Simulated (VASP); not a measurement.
Input of a VASP 6.6.1 run:

Contents of INCAR:

```
SYSTEM = ZrB
PREC = Accurate
ENCUT = 520
EDIFF = 1E-7
ISMEAR = 0
SIGMA = 0.15
LREAL = .FALSE.
LASPH = .TRUE.
NELM = 100
ALGO = Normal
ISIF = 2
LWAVE = .FALSE.
LCHARG = .FALSE.
NBANDS = 14
```

The input KPOINTS:

```
Automatic mesh
0
G
  16 16 16
  0 0 0
```

Contents of POSCAR:

```
ZrB
1.0
    0.0000000000      2.4153850465      2.1496926914
    2.3591065749      0.0000000000      2.1496926914
    2.3591065749      2.4153850465      0.0000000000
Zr B
1 1
Direct
    0.0000000000      0.0000000000      0.0000000000
    0.5000000000      0.5000000000      0.5000000000
```

Potentials or basis: VASP PAW LDA potentials, release 64 (Zr_sv, B).

Run with:

```sh
$ cat potpaw_LDA.64/Zr_sv/POTCAR potpaw_LDA.64/B/POTCAR > POTCAR
$ mpirun -np 1 vasp_std > vasp.out
```

(1) Predict the pressure.

## Answers

(1) 34.2 GPa.

Caveat: the cell differs from its parent crystal (normal strain along x -0.0233, normal strain along z -0.1100).
